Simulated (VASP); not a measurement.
Input of a VASP 6.6.1 run:

The input INCAR:

```
  ALGO = Normal
  EDIFF = 1E-6
  ENCUT = 520
  GGA = PS
  ISIF = 2
  ISMEAR = -1
  LASPH = True
  LCHARG = False
  LREAL = False
  LWAVE = False
  NBANDS = 17
  NELM = 80
  PREC = Accurate
  SIGMA = 0.05
```

KPOINTS

```
k-points
0
Gamma
  12 12 12
```

POSCAR

```
TePb
1.0
    0.0000000000      2.8329860027      2.8329860027
    2.8329860027      0.0000000000      2.8329860027
    2.8329860027      2.8329860027      0.0000000000
Pb Te
1 1
Direct
    0.0000000000      0.0000000000      0.0000000000
    0.5000000000      0.5000000000      0.5000000000
```

Potentials or basis: VASP PAW PBE potentials, release 64 (Pb_d, Te).

Launch:

```console
$ cat potpaw_PBE.64/Pb_d/POTCAR potpaw_PBE.64/Te/POTCAR > POTCAR
$ mpirun -np 1 vasp_std > vasp.out
```

What does it give for the pressure?

41.1 GPa.

What does it give for the band gap on the k mesh?

Zero (band 10 reaches 11.69 eV, above the bottom of band 11 at 11.61 eV).

Caveat: the PAW data sets were made with another functional, which shifts forces and pressure a little; spin-orbit coupling is left out, which moves the levels of the heavy elements.
